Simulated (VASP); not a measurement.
Write the native input for VASP 6.6.1 that does the following.

```
Task                   : relaxation of cell and atoms
Functional             : PBE
Potentials or basis    : VASP PAW PBE potentials, release 64 (Ag_sv_GW, F)
Cutoff                 : 700 eV
k mesh                 : 10 × 10 × 8
Occupations            : gaussian, width 0.1 eV
Spin                   : no spin polarisation
Dipole correction      : no
Further INCAR settings : ALGO = Normal; EDIFF = 1e-07; IBRION = 2; EDIFFG = -0.01; NSW = 100; ISIF = 3
```

The structure of AgF4 lies in POSCAR:

```
AgF4
1.0
    3.6335373399      0.0000000000      0.0000000000
    0.0000000000      3.6335373399      0.0000000000
    0.0000000000      0.0000000000      5.0259382715
Ag F
1 4
Direct
    0.0000000000      0.0000000000      0.0000000000
    0.5000000000      0.0000000000      0.2392434623
    0.0000000000      0.5000000000      0.7607565377
    0.5000000000      0.0000000000      0.7607565377
    0.0000000000      0.5000000000      0.2392434623
```

This cell differs from its parent crystal: atoms taken out.

These files were run (other wordings do the same):

INCAR

```
PREC     = Accurate       # precision mode
ENCUT    = 700            # plane-wave cutoff, eV
EDIFF    = 1E-7           # SCF threshold, eV
ISMEAR   = 0              # smearing method
SIGMA    = 0.1            # smearing width, eV
LREAL    = False          # projectors in reciprocal space
LASPH    = True           # aspherical terms in the spheres
NELM     = 120            # most SCF steps
ALGO     = Normal         # electronic algorithm
ISIF     = 3              # what is computed and relaxed
LWAVE    = False          # write WAVECAR
LCHARG   = False          # write CHGCAR
GGA      = PE             # functional
IBRION   = 2              # ionic algorithm
NSW      = 100            # ionic steps
EDIFFG   = -0.01          # ionic threshold
GGA_COMPAT= False        
NELMIN   = 4
```

KPOINTS

```
Automatic mesh
0
Gamma
  10 10 8
```

Potentials or basis: VASP PAW PBE potentials, release 64 (Ag_sv_GW, F).

Launch:

```sh
$ cat potpaw_PBE.64/Ag_sv_GW/POTCAR potpaw_PBE.64/F/POTCAR > POTCAR
$ mpirun -np 1 vasp_std > vasp.out
```

Results of the run:

```
Relaxed volume                        : 13.23 Å³/atom
Relaxed cell                          : a = 3.629 Å, b = 3.629 Å, c = 5.022 Å, α = 90.00°, β = 90.00°, γ = 90.00°
Space group after relaxing (to 0.1 Å) : P4/mmm (No. 123)
Energy gained by relaxing             : 0.0 meV/atom
Ionic steps                           : 2
Pressure after relaxing               : 0.0 GPa
Largest force after relaxing          : 0.004 eV/Å
Band gap on the k mesh                : zero (an odd number of electrons rules out a gap without spin polarisation)
```

Caveat: the cell differs from its parent crystal (atoms taken out); an odd number of electrons without spin polarisation forces a metal; a magnetic or distorted state may lie lower.

Wall time 5.8 min on 1 thread of Intel(R) Xeon(R) 6975P-C (Granite Rapids), on a shared host, peak memory 0.45 GiB.
